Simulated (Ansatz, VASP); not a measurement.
# One calculation of Al, two programs

```xyz
1
Lattice="-1.6067 1.6067 1.6067 1.6067 -1.6067 1.6067 1.6067 1.6067 -1.6067" Properties=species:S:1:pos:R:3 pbc="T T T"
Al    0.0000    0.0000    0.0000
```

Alike in both runs: functional PBEsol; k mesh 18 × 18 × 18; occupations gaussian, width 0.1 eV; no spin polarisation.

Ansatz relaxed the structure, and its values are those at the end. VASP's run is a single point on that final structure, the one shown.

```csv
,VASP,Ansatz
version,VASP 6.6.1,Ansatz 0.2.0
potentials or method,"VASP PAW PBE potentials, release 64 (Al), cutoff 500 eV","scalar-relativistic, plane waves, PAW"
valence electrons in the cell,3,3
```

VASP gave:

```
gap on the k mesh at the Fermi level (eV) : none
pressure (GPa)                            : 0.1
```

Q: What did Ansatz give for the same quantities?

A: gap on the k mesh at the Fermi level (eV): none; pressure (GPa): 0.0.

VASP's potentials were made for PBE, not for PBEsol. A gap of «none» marks a metal or a gap that the smearing closes. With one functional, cell and mesh, what is left measures potentials, basis and numerics.
